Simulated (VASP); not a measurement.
# SiC (a.eA) (Imm2) in VASP: notebook, part 2 of 2

VASP 6.6.1.

## (3) Single point, PBEsol

INCAR reads:

```
PREC     = Accurate       # precision mode
ENCUT    = 600            # plane-wave cutoff, eV
EDIFF    = 1E-6           # SCF threshold, eV
ISMEAR   = 0              # smearing method
SIGMA    = 0.02           # smearing width, eV
LREAL    = False          # projectors in reciprocal space
LASPH    = True           # aspherical terms in the spheres
NELM     = 120            # most SCF steps
ALGO     = Normal         # electronic algorithm
ISIF     = 2              # what is computed and relaxed
LWAVE    = False          # write WAVECAR
LCHARG   = False          # write CHGCAR
GGA      = PS             # functional
NBANDS   = 16             # bands
GGA_COMPAT= False
```

KPOINTS reads:

```
regular mesh
0
Gamma
  8 6 10
```

POSCAR reads:

```
SiC
1.0
    3.1807798076      0.0000000000      0.0000000000
    0.0000000000      4.4983018932      0.0000000000
    0.0000000000      0.0000000000      3.0030912500
Si C
2 2
Direct
    0.0000000000      0.0000000000      0.0000000000
    0.5000000000      0.5000000000      0.5000023000
    0.5000000000      0.2500000000      0.0000000000
    1.0000000000      0.7500000000      0.5000023000
```

Potentials or basis: VASP PAW PBE potentials, release 64 (Si, C).

Launch:

```sh
> cat potpaw_PBE.64/Si/POTCAR potpaw_PBE.64/C/POTCAR > POTCAR
> mpirun -np 1 vasp_std > vasp.out
```

OUTCAR:

```text
PREC = Accurate
   ENCUT = 600
   EDIFF = 1E-6
   ISMEAR = 0
   LREAL = False
   LASPH = True
   NELM = 120
   ISIF = 2
   GGA = PS

 ion  position               nearest neighbor table
   1  0.000  0.000  0.000-   4 1.88   4 1.88   3 1.95   3 1.95   2 3.14   2 3.14   2 3.14   2 3.14
                             2 3.14   2 3.14   2 3.14   2 3.14
   2  0.500  0.500  0.500-   3 1.88   3 1.88   4 1.95   4 1.95   1 3.14   1 3.14   1 3.14   1 3.14
                             1 3.14   1 3.14   1 3.14   1 3.14
   3  0.500  0.250  0.000-   2 1.88   2 1.88   1 1.95   1 1.95
   4  0.000  0.750  0.500-   1 1.88   1 1.88   2 1.95   2 1.95

  LATTYP: Found a simple orthorhombic cell.
 ALAT       =     3.0030912500
 B/A-ratio  =     1.0591685509
 C/A-ratio  =     1.4978905131

  Lattice vectors:

 A1 = (   0.0000000000,   0.0000000000,   3.0030912500)
 A2 = (   3.1807798076,   0.0000000000,   0.0000000000)
 A3 = (   0.0000000000,   4.4983018932,   0.0000000000)

Analysis of symmetry for initial positions (statically):
=====================================================================
 Subroutine PRICEL returns following result:

  LATTYP: Found a body centered orthorhombic cell.
 ALAT       =     3.0030912500
 B/A-ratio  =     1.0591685509
 C/A-ratio  =     1.4978905131

  Lattice vectors:

 A1 = (  -1.5903899038,  -2.2491509466,  -1.5015525321)
 A2 = (   1.5903899038,  -2.2491509466,   1.5015525321)
 A3 = (  -1.5903899038,   2.2491509466,   1.5015387179)

   2 primitive cells build up your supercell.

 Routine SETGRP: Setting up the symmetry group for a
 simple orthorhombic supercell.

 Subroutine GETGRP returns: Found  4 space group operations
 (whereof  4 operations were pure point group operations)
 out of a pool of  8 trial point group operations.

The static configuration has the point symmetry C_2v.

Analysis of symmetry for dynamics (positions and initial velocities):
=====================================================================
 Subroutine PRICEL returns following result:

  LATTYP: Found a body centered orthorhombic cell.
 ALAT       =     3.0030912500
 B/A-ratio  =     1.0591685509
 C/A-ratio  =     1.4978905131

  Lattice vectors:

 A1 = (  -1.5903899038,  -2.2491509466,  -1.5015525321)
 A2 = (   1.5903899038,  -2.2491509466,   1.5015525321)
 A3 = (  -1.5903899038,   2.2491509466,   1.5015387179)

   2 primitive cells build up your supercell.

 Routine SETGRP: Setting up the symmetry group for a
 simple orthorhombic supercell.

 Subroutine GETGRP returns: Found  4 space group operations
 (whereof  4 operations were pure point group operations)
 out of a pool of  8 trial point group operations.

The dynamic configuration has the point symmetry C_2v.

 Subroutine INISYM returns: Found  4 space group operations
 (whereof  4 operations are pure point group operations),
 and found     2 'primitive' translations

----------------------------------------------------------------------------------------

                                     Primitive cell
[... 42 lines left out ...]
 ===========================================

 Found    120 irreducible k-points:

 Following reciprocal coordinates:
            Coordinates               Weight
  0.000000  0.000000  0.000000      1.000000
  0.125000  0.000000  0.000000      2.000000
  0.250000  0.000000  0.000000      2.000000
  0.375000  0.000000  0.000000      2.000000
  0.500000  0.000000  0.000000      1.000000
  0.000000  0.166667  0.000000      2.000000
[... 16 lines left out ...]
  0.250000  0.000000  0.100000      4.000000
  0.375000  0.000000  0.100000      4.000000
 [... further k-points ...]
   k-points           NKPTS =    120   k-points in BZ     NKDIM =    120   number of bands    NBANDS=     16
   number of dos      NEDOS =    301   number of ions     NIONS =      4
   total plane-waves  NPLWV =  24192
   dimension x,y,z NGX =    28 NGY =   36 NGZ =   24
   dimension x,y,z NGXF=    56 NGYF=   72 NGZF=   48
   ions per type =               2   2
   NGX,Y,Z   is equivalent  to a cutoff of  14.63, 13.30, 13.29 a.u.
   NGXF,Y,Z  is equivalent  to a cutoff of  29.27, 26.61, 26.57 a.u.
 SYSTEM =  unknown system
   PREC   = accura    normal or accurate (medium, high low for compatibility)
   ISTART =      0    job   : 0-new  1-cont  2-samecut
   ICHARG =      2    charge: 1-file 2-atom 10-const
   ISPIN  =      1    spin polarized calculation?
   LNONCOLLINEAR =      F non collinear calculations
   LSORBIT =      F    spin-orbit coupling
   LASPH  =      T    aspherical Exc in radial PAW
   ENCUT  =  600.0 eV  44.10 Ry    6.64 a.u.   6.35  8.98  6.00*2*pi/ulx,y,z
   NELM   =    120;   NELMIN=  2; NELMDL= -5     # of ELM steps
   EDIFF  = 0.1E-05   stopping-criterion for ELM
   LREAL  =      F    real-space projection
   EDIFFG = 0.1E-04   stopping-criterion for IOM
   NSW    =      0    number of steps for IOM
   IBRION =     -1    ionic relax: 0-MD 1-quasi-New 2-CG
   NFREE  =      0    steps in history (QN), initial steepest desc. (CG)
   ISIF   =      2    stress and relaxation
   ISYM   =      2    0-nonsym 1-usesym 2-fastsym
   POTIM  = 0.5000    time-step for ionic-motion
   TEBEG  =    0.0;   TEEND  =   0.0 temperature during run
   PSTRESS=    0.0 pullay stress
   NELECT =      16.0000    total number of electrons
   NUPDOWN=      -1.0000    fix difference up-down
   EMIN   =  10.00;   EMAX   =-10.00  energy-range for DOS
   EFERMI =   0.00;   METHOD = LEGACY
   ISMEAR =     0;   SIGMA  =   0.02  broadening in eV -4-tet -1-fermi 0-gaus
   EFERMI_NEDOS =   21; number of points for ismear=-14 and -15
   IALGO  =     38    algorithm
   IMIX   =      4    mixing-type and parameters
     AMIX     =   0.40;   BMIX     =  1.00
     AMIX_MAG =   1.60;   BMIX_MAG =  1.00
  volume/ion in A,a.u.               =      10.74        72.49
  Fermi-wavevector in a.u.,A,eV,Ry     =   1.177781  2.225684 18.873571  1.387168
  Thomas-Fermi vector in A             =   2.314122
   LORBIT       =      0    0 simple, 1 ext, 2 COOP (PROOUT), +10 PAW based schemes
   GGA     = PS    functional components
   LHFCALC =     F    Hartree Fock is set to
   AEXX    =    0.0000 exact exchange contribution
   IVDW    =     0    specifies the selected vdW correction
   LEPSILON=     F    determine dielectric tensor
   LRPA    =     F    only Hartree local field effects (RPA)
 non-spin polarized calculation
 Gauss-broadening in eV      SIGMA  =   0.02
  energy-cutoff  :      600.00
  volume of cell :       42.97
 maximum number of plane-waves:      1462
 NGX is ok and might be reduce to    28
   NGX = 13   NGY = 17   NGZ = 11

 number of electron      16.0000002 magnetization

 Free energy of the ion-electron system (eV)
  ---------------------------------------------------
  ext. energy  EPLUGINS =         0.00000000
  ---------------------------------------------------
  free energy    TOTEN  =       -31.66267758 eV

  energy without entropy =      -31.66267758  energy(sigma->0) =      -31.66267758

 E-fermi :   8.0692     XC(G=0): -11.3437

 val. band max:        7.8999490443   @ k =   0.0000   0.0000   0.0000
 cond. band min:       8.8298580124   @ k =   0.5000   0.0000   0.5000
 fundamental gap:      0.9299089681
 Fermi energy:         8.0692130572

 k-point     1 :       0.0000    0.0000    0.0000
  band No.  band energies     occupation
      1      -7.4981      2.00000
      2      -2.7750      2.00000
      3      -0.3004      2.00000
      4       4.2720      2.00000
      5       5.1671      2.00000
      6       7.4796      2.00000
[... 433 lines left out ...]
      3       0.8295      2.00000
      4       2.2314      2.00000
      5       3.1317      2.00000
      6       4.5137      2.00000
[... 8 lines left out ...]
     15      17.2863      0.00000
     16      18.6590      0.00000

 [... further k-points ...]

------------------------ aborting loop because EDIFF is reached ----------------------------------------

  FORCE on cell =-STRESS in cart. coord.  units (eV):
  Direction    XX          YY          ZZ          XY          YZ          ZX
  --------------------------------------------------------------------------------------
  -------------------------------------------------------------------------------------
  Total       -5.0713784     -3.3554830      2.7574956      0.0000000      0.0000000      0.0000000
  in kB     -189.0975325   -125.1165864    102.8193074      0.0000000      0.0000000      0.0000000
  external PRESSURE =     -70.4649371 kB  Pullay stress =       0.0000000 kB

 VOLUME and BASIS-vectors are now :
 -----------------------------------------------------------------------------
  energy-cutoff  :      600.00
  volume of cell :       42.97
      direct lattice vectors                 reciprocal lattice vectors
     3.180779808  0.000000000  0.000000000     0.314388314  0.000000000  0.000000000
     0.000000000  4.498301893  0.000000000     0.000000000  0.222306111  0.000000000
     0.000000000  0.000000000  3.003091250     0.000000000  0.000000000  0.332990215

 POSITION                                       TOTAL-FORCE (eV/Angst)
 -----------------------------------------------------------------------------------
      0.00000      0.00000      0.00000         0.000000      0.379612     -0.000000
      1.59039      2.24915      1.50155         0.000000      0.379612     -0.000000
      1.59039      1.12458      0.00000         0.000000     -0.379612     -0.000000
      0.00000      3.37373      1.50155         0.000000     -0.379612      0.000000
 -----------------------------------------------------------------------------------
    total drift:                                0.000000      0.000266     -0.002098

  FREE ENERGIE OF THE ION-ELECTRON SYSTEM (eV)
  ---------------------------------------------------
  free  energy   TOTEN  =       -31.6626775753 eV

  energy  without entropy=      -31.6626775753  energy(sigma->0) =      -31.66267758
```

It took 30 s on 1 thread of Intel Xeon 6975P-C (Granite Rapids), shared host; peak memory 0.21 GiB.

What came out:

```yaml
Free_energy: -31.6627 eV
Pressure: -7.0 GPa
Largest_force: 0.380 eV/Å
Band_gap_on_the_k_mesh: 0.93 eV
```

Forces on the atoms (eV/Å):
```
Si   0.000  0.380  0.000
Si   0.000  0.380  0.000
C    0.000 -0.380  0.000
C    0.000 -0.380  0.000
```

Caveat: the PAW data sets were made with another functional, which shifts forces and pressure a little.

## (4) Single point, PBEsol

This run uses another cell than the first one, of 10.93 Å³/atom, 1.017 times its volume.

INCAR reads:

```
SYSTEM = SiC
PREC = Accurate
ENCUT = 600
EDIFF = 1E-6
ISMEAR = 0
SIGMA = 0.02
LREAL = .FALSE.
LASPH = .TRUE.
NELM = 120
ALGO = Normal
ISIF = 2
LWAVE = .FALSE.
LCHARG = .FALSE.
GGA = PS
NBANDS = 16
GGA_COMPAT = .FALSE.
```

KPOINTS reads:

```
Automatic mesh
0
G
  8 6 10
  0 0 0
```

POSCAR reads:

```
SiC
1.0
    3.1807798076      0.0000000000      0.0000000000
    0.0000000000      4.4983018932      0.0000000000
    0.0000000000      0.0000000000      3.0549703588
Si C
2 2
Direct
    0.0000000000      0.0014885439      0.0000000000
    0.5000000000      0.5014885439      0.5000000000
    0.5000000000      0.2485114561      0.0000000000
    1.0000000000      0.7485114561      0.5000000000
```

Launch:

```sh
> cat potpaw_PBE.64/Si/POTCAR potpaw_PBE.64/C/POTCAR > POTCAR
> mpirun -np 1 vasp_std > vasp.out
```

Wall time 32 s (1 thread of Intel Xeon 6975P-C (Granite Rapids), shared host); peak memory 0.21 GiB.

The run converged. Its results:

```
Free energy            : -31.6923 eV
Pressure               : -10.7 GPa
Largest force          : 0.005 eV/Å
Band gap on the k mesh : 0.99 eV
```

Forces in eV/Å, atoms in the order of the input:
```
Si   0.000  0.005  0.000
Si   0.000  0.005  0.000
C    0.000 -0.005  0.000
C    0.000 -0.005  0.000
```

Stress tensor (GPa, compression positive):
```
-17.99   0.00   0.00
  0.00 -14.40   0.00
  0.00   0.00   0.28
```

Levels at points of the mesh, in eV from the valence-band top:
| k point | band 5 | band 6 | band 7 | band 8 | band 9 | band 10 | band 11 | band 12 |
| --- | --- | --- | --- | --- | --- | --- | --- | --- |
| (0.00, 0.00, 0.00) | -2.85 | -0.36 | -0.34 | 0.00 | 1.09 | 4.10 | 5.08 | 6.21 |
| (0.50, 0.00, 0.00) | -4.65 | -4.65 | -1.07 | -1.07 | 5.46 | 5.46 | 8.37 | 8.37 |
| (0.00, 0.50, 0.00) | -2.30 | -2.30 | -1.71 | -1.71 | 3.52 | 3.52 | 5.94 | 5.94 |
| (0.50, 0.50, 0.00) | -1.34 | -1.34 | -0.97 | -0.97 | 4.80 | 4.80 | 6.67 | 6.67 |
| (0.00, 0.00, 0.50) | -4.51 | -4.51 | -1.45 | -1.45 | 4.91 | 4.91 | 7.60 | 7.60 |
| (0.50, 0.00, 0.50) | -3.42 | -3.42 | -3.38 | -3.38 | 0.99 | 0.99 | 3.67 | 3.67 |
| (0.00, 0.50, 0.50) | -1.46 | -1.46 | -1.32 | -1.32 | 4.38 | 4.38 | 6.51 | 6.51 |
| (0.50, 0.50, 0.50) | -5.01 | -5.01 | -4.77 | -4.77 | 4.63 | 4.63 | 8.37 | 8.37 |

Caveat: the PAW data sets were made with another functional, which shifts forces and pressure a little. Expect the measured gap to be larger: semilocal functionals such as PBEsol lack the derivative discontinuity.

## (5) Single point, PBEsol

This run uses another cell than the first one, of 10.93 Å³/atom, 1.017 times its volume.

INCAR reads:

```
PREC = Accurate
ENCUT = 600
EDIFF = 1E-6
ISMEAR = 0
SIGMA = 0.02
LREAL = False
LASPH = True
NELM = 120
ALGO = Normal
ISIF = 2
LWAVE = False
LCHARG = False
GGA = PS
NBANDS = 16
GGA_COMPAT = False
```

KPOINTS reads:

```
Automatic mesh
0
Gamma
  8 6 10
```

POSCAR is that of step 4.

Launch:

```sh
> cat potpaw_PBE.64/Si/POTCAR potpaw_PBE.64/C/POTCAR > POTCAR
> mpirun -np 1 vasp_std > vasp.out
```

Run time: 32 s. Hardware: 1 thread of Intel Xeon 6975P-C (Granite Rapids), shared host; peak memory 0.21 GiB.

The run converged. Its results:

| Item | Value |
| --- | --- |
| Free energy | -31.6923 eV |
| Pressure | -10.7 GPa |
| Largest force | 0.005 eV/Å |
| Band gap on the k mesh | 0.99 eV |

Forces on the atoms (eV/Å):
```
Si   0.000  0.005  0.000
Si   0.000  0.005  0.000
C    0.000 -0.005  0.000
C    0.000 -0.005  0.000
```

Stress tensor (GPa, compression positive):
```
-17.99   0.00   0.00
  0.00 -14.40   0.00
  0.00   0.00   0.28
```

Levels at points of the mesh, in eV from the valence-band top:
| k point | band 6 | band 7 | band 8 | band 9 | band 10 | band 11 |
| --- | --- | --- | --- | --- | --- | --- |
| (0.00, 0.00, 0.00) | -0.36 | -0.34 | 0.00 | 1.09 | 4.10 | 5.08 |
| (0.50, 0.00, 0.00) | -4.65 | -1.07 | -1.07 | 5.46 | 5.46 | 8.37 |
| (0.00, 0.50, 0.00) | -2.30 | -1.71 | -1.71 | 3.52 | 3.52 | 5.94 |
| (0.50, 0.50, 0.00) | -1.34 | -0.97 | -0.97 | 4.80 | 4.80 | 6.67 |
| (0.00, 0.00, 0.50) | -4.51 | -1.45 | -1.45 | 4.91 | 4.91 | 7.60 |
| (0.50, 0.00, 0.50) | -3.42 | -3.38 | -3.38 | 0.99 | 0.99 | 3.67 |
| (0.00, 0.50, 0.50) | -1.46 | -1.32 | -1.32 | 4.38 | 4.38 | 6.51 |
| (0.50, 0.50, 0.50) | -5.01 | -4.77 | -4.77 | 4.63 | 4.63 | 8.37 |

Caveat: the PAW data sets were made with another functional, which shifts forces and pressure a little.

## (6) The runs side by side

| cell | k mesh | smearing | gap on the mesh (eV) | pressure (GPa) | largest force (eV/Å) |
| --- | --- | --- | --- | --- | --- |
| a = 3.181, b = 4.498, c = 3.003 Å, 4 atoms | 6 × 4 × 6 | gaussian 0.1 eV | 0.93 | -7.0 | 0.38 |
| a = 3.181, b = 4.498, c = 3.003 Å, 4 atoms | 8 × 6 × 10 | gaussian 0.02 eV | 0.93 | -7.0 | 0.38 |
| a = 3.181, b = 4.498, c = 3.055 Å, 4 atoms | 8 × 6 × 10 | gaussian 0.02 eV | 0.99 | -10.7 | - |

Alike in all rows: task single point; level PBEsol; potentials or basis VASP PAW PBE potentials, release 64 (Si, C); no spin polarisation; cutoff (eV) 600.

Caveats: the PAW data sets were made with another functional, which shifts forces and pressure a little.

Total energies depend on the potentials used, so only differences within one code and one set of settings carry meaning.
